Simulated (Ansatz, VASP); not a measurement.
# Cd: VASP beside Ansatz

The input INCAR:

```
SYSTEM = Cd
PREC     = Accurate       ! precision mode
ENCUT    = 520            ! plane-wave cutoff, eV
EDIFF    = 1E-6           ! SCF threshold, eV
ISMEAR   = 0              ! smearing method
SIGMA    = 0.15           ! smearing width, eV
LREAL    = .FALSE.        ! projectors in reciprocal space
LASPH    = .TRUE.         ! aspherical terms in the spheres
NELM     = 100            ! most SCF steps
ALGO     = Fast           ! electronic algorithm
ISIF     = 2              ! what is computed and relaxed
LWAVE    = .FALSE.        ! write WAVECAR
LCHARG   = .FALSE.        ! write CHGCAR
GGA      = PS             ! functional
NBANDS   = 19             ! bands
```

File KPOINTS:

```
Automatic mesh
0
G
  18 18 8
  0 0 0
```

POSCAR

```
Cd
1.0
    2.9788725081      0.0000000000      0.0000000000
   -1.4894362540      2.6184759556      0.0000000000
    0.0000000000      0.0000000000      5.6176500000
Cd
2
Direct
    0.3333333333      0.6666666667      0.2500000000
    0.6666666667      0.3333333333      0.7500000000
```

Input for Ansatz:

```yaml
crystal:
  lattice:
    - [2.9788725081, 0.0, 0.0]
    - [-1.489436254, 2.6184759556, 0.0]
    - [0.0, 0.0, 5.61765]
  atoms:
    - { symbol: Cd, position: [0.3333333333, 0.6666666667, 0.25] }
    - { symbol: Cd, position: [0.6666666667, 0.3333333333, 0.75] }
basis:
  ecutwfc: 420
kpoints:
  mp_grid: { grid: [18, 18, 8] }
hamiltonian:
  xc: pbesol
scf:
  occupations: { method: gaussian, width: 0.15 }
output:
  forces: true
  stress: true
  eigenvalues: true
```

Change from the starting cell: strain +0.0150 x Voigt [0, 1, 0, 0, 0, 0], atoms carried along.

Alike in both runs: task single point; functional PBEsol; k mesh 18 × 18 × 8; occupations gaussian, width 0.15 eV; no spin polarisation.

|  | VASP | Ansatz |
| --- | --- | --- |
| version | VASP 6.6.1 | Ansatz 0.2.0 |
| potentials or method | VASP PAW PBE potentials, release 64 (Cd), cutoff 520 eV | scalar-relativistic, plane waves, PAW |
| valence electrons in the cell | 24 | 40 |

```tsv
	VASP	Ansatz	Ansatz less VASP
gap on the k mesh at the Fermi level (eV)	none	none	-
pressure (GPa)	-2.0	-2.3	-0.35
traceless stress, the component that is largest in VASP (GPa)	-0.49	-0.54	-0.051
rms of the force components (eV/Å)	0.006	0.006	0.0000
```

VASP's potentials were made for PBE, not for PBEsol. Atom by atom the forces differ by 0.000 eV/Å (rms over components). A gap of «none» marks a metal or a gap that the smearing closes. VASP's potentials hold 24 valence electrons a cell and Ansatz's 40, so a difference there can come from the potentials and not from the codes.
